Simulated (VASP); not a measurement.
Wanted: the native input for a VASP 6.6.1 run.

* Task: relaxation of cell and atoms
* Functional: PBEsol
* Potentials or basis: VASP PAW PBE potentials, release 64 (Re)
* Cutoff: 600 eV
* k mesh: 14 × 14 × 8
* Occupations: fermi-dirac, width 0.1 eV
* Spin: no spin polarisation
* Dipole correction: no
* Further INCAR settings: ALGO = Normal; EDIFF = 1e-06; IBRION = 2; EDIFFG = -0.002; NSW = 100; ISIF = 3

The structure of Re lies in POSCAR:

```
Re
1.0
    2.7608000000      0.0000000000      0.0000000000
   -1.3804000000      2.3909229348      0.0000000000
    0.0000000000      0.0000000000      4.4582000000
Re
2
Direct
    0.3333333333      0.6666666667      0.2500000000
    0.6666666667      0.3333333333      0.7500000000
```

One way to write it, as run:

INCAR

```
PREC = Accurate
ENCUT = 600
EDIFF = 1E-6
ISMEAR = -1
SIGMA = 0.1
LREAL = F
LASPH = T
NELM = 80
ALGO = Normal
ISIF = 3
LWAVE = F
LCHARG = F
GGA = PS
IBRION = 2
NSW = 100
EDIFFG = -0.002
```

KPOINTS

```
Automatic mesh
0
Gamma
  14 14 8
```

Potentials or basis: VASP PAW PBE potentials, release 64 (Re).

The run is started by

```bash
$ cat potpaw_PBE.64/Re/POTCAR > POTCAR
$ mpirun -np 1 vasp_std > vasp.out
```

It gave:

* Relaxed volume: 14.57 Å³/atom
* Relaxed cell: a = 2.752 Å, b = 2.752 Å, c = 4.443 Å, α = 90.00°, β = 90.00°, γ = 120.00°
* Space group after relaxing (to 0.05 Å): P6_3/mmc (No. 194)
* Energy gained by relaxing: 1.8 meV/atom
* Ionic steps: 9
* Pressure after relaxing: 0.0 GPa
* Band gap on the k mesh: zero (band 7 reaches 9.42 eV, above the bottom of band 8 at 6.10 eV)

Caveat: the PAW data sets were made with another functional, which shifts forces and pressure a little; spin-orbit coupling is left out, which moves the levels of the heavy elements.

Run time: 110 s on 1 thread of Intel(R) Xeon(R) Platinum 8259CL CPU @ 2.50GHz (Skylake/Cascade Lake), with other jobs on the host, peak memory 0.2 GiB.
